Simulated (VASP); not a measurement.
Wanted: the native input for a VASP 6.6.1 run.

```
Task                   : relaxation of cell and atoms
Functional             : PBEsol
Potentials or basis    : VASP PAW PBE potentials, release 64 (Lu, H)
Cutoff                 : 600 eV
k mesh                 : 14 × 14 × 14
Occupations            : gaussian, width 0.1 eV
Spin                   : no spin polarisation
Dipole correction      : no
Further INCAR settings : ALGO = Normal; EDIFF = 1e-07; IBRION = 2; EDIFFG = -0.002; NSW = 100; ISIF = 3
```

The structure of LuH2 (base) lies in POSCAR:

```
LuH2
1.0
    0.0000000000      2.5165000000      2.5165000000
    2.5165000000      0.0000000000      2.5165000000
    2.5165000000      2.5165000000      0.0000000000
Lu H
1 2
Direct
    0.0000000000      0.0000000000      0.0000000000
    0.2500000000      0.2500000000      0.2500000000
    0.7500000000      0.7500000000      0.7500000000
```

One way to write it, as run:

INCAR

```
PREC = Accurate
ENCUT = 600
EDIFF = 1E-7
ISMEAR = 0
SIGMA = 0.1
LREAL = F
LASPH = T
NELM = 100
ALGO = Normal
ISIF = 3
LWAVE = F
LCHARG = F
GGA = PS
IBRION = 2
NSW = 100
EDIFFG = -0.002
```

KPOINTS

```
regular mesh
0
Gamma
  14 14 14
```

Potentials or basis: VASP PAW PBE potentials, release 64 (Lu, H).

Run with:

```bash
$ cat potpaw_PBE.64/Lu/POTCAR potpaw_PBE.64/H/POTCAR > POTCAR
$ mpirun -np 1 vasp_std > vasp.out
```

It gave:

The relaxed volume is 10.20 Å³/atom and the relaxed cell is a = 3.511 Å, b = 3.511 Å, c = 3.511 Å, α = 60.00°, β = 60.00°, γ = 60.00°. The space group after relaxing (to 0.05 Å) is Fm-3m (No. 225) and the energy gained by relaxing is 5.0 meV/atom. The ionic steps are 5. The pressure after relaxing is 0.0 GPa.

Caveat: the PAW data sets were made with another functional, which shifts forces and pressure a little.

It took 3.9 min on 1 thread of Intel(R) Xeon(R) Platinum 8488C (Sapphire Rapids), on a shared host, peak memory 0.23 GiB.
